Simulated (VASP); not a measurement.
Input of a VASP 6.6.1 run:

INCAR

```
SYSTEM = NbTlTe4
PREC = Accurate
ENCUT = 520
EDIFF = 1E-6
ISMEAR = 0
SIGMA = 0.1
LREAL = .FALSE.
LASPH = .TRUE.
NELM = 60
ALGO = Normal
ISIF = 2
LWAVE = .FALSE.
LCHARG = .TRUE.
GGA = PE
LELF = .TRUE.
LVHAR = .TRUE.
NBANDS = 34
```

File KPOINTS:

```
Automatic mesh
0
G
  4 4 4
  0 0 0
```

POSCAR

```
NbTlTe4
1.0
   -4.1600667150      4.1600667150      3.1266834199
    4.1600667150     -4.1600667150      3.1266834199
    4.1600667150      4.1600667150     -3.1266834199
Nb Tl Te
1 1 4
Direct
    0.2528932586      0.2528932586      0.0000000000
    0.7256360694      0.7256360694      0.0000000000
    0.0651122955      0.7729252104      0.7078129149
    0.0651122955      0.3572993806      0.2921870851
    0.7729252104      0.0651122955      0.7078129149
    0.3572993806      0.0651122955      0.2921870851
```

Potentials or basis: VASP PAW PBE potentials, release 64 (Nb_sv, Tl_d, Te).

Launch:

```bash
$ cat potpaw_PBE.64/Nb_sv/POTCAR potpaw_PBE.64/Tl_d/POTCAR potpaw_PBE.64/Te/POTCAR > POTCAR
$ mpirun -np 1 vasp_std > vasp.out
```

Task: What does it give for the pressure?

Result: 0.1 GPa.

Task: What does it give for the band gap on the k mesh?

Result: 0.08 eV.

Forces in eV/Å, atoms in the order of the input:
```
Nb   0.000  0.000  0.011
Tl   0.000  0.000 -0.044
Te   0.016  0.000  0.008
Te  -0.016  0.000  0.008
Te   0.000  0.016  0.008
Te   0.000 -0.016  0.008
```

Caveat: spin-orbit coupling is left out, which moves the levels of the heavy elements. A k mesh can miss the band edges.
